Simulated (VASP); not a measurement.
A run of VASP 6.6.1:

INCAR

```
PREC = Accurate
ENCUT = 520
EDIFF = 1E-6
ISMEAR = 0
SIGMA = 0.1
LREAL = False
LASPH = True
NELM = 60
ALGO = Normal
ISIF = 2
LWAVE = False
LCHARG = False
GGA = PE
NBANDS = 16
```

The input KPOINTS:

```
Automatic mesh
0
Gamma
  6 6 4
```

File POSCAR:

```
HfI
1.0
    5.0496800200      0.0000000000      0.0000000000
   -2.5248400100      4.3731511800      0.0000000000
    0.0000000000      0.0000000000      4.8643884900
Hf I
1 1
Direct
    0.0000000000      0.0000000000      0.0000000000
    0.3333333300      0.6666666700      0.5000000000
```

Potentials or basis: VASP PAW PBE potentials, release 64 (Hf_pv, I).

The run is started by

```bash
$ cat potpaw_PBE.64/Hf_pv/POTCAR potpaw_PBE.64/I/POTCAR > POTCAR
$ mpirun -np 1 vasp_std > vasp.out
```

Hardware: 1 thread of AMD EPYC 7R13 Processor (Zen 3), with other jobs on the host.

Question: Estimate the wall time of this run.

Answer: Run time: 32 s on 1 thread of AMD EPYC 7R13 Processor (Zen 3) (shared host), peak memory 0.21 GiB. Counts: scf iterations 15, k points 21.
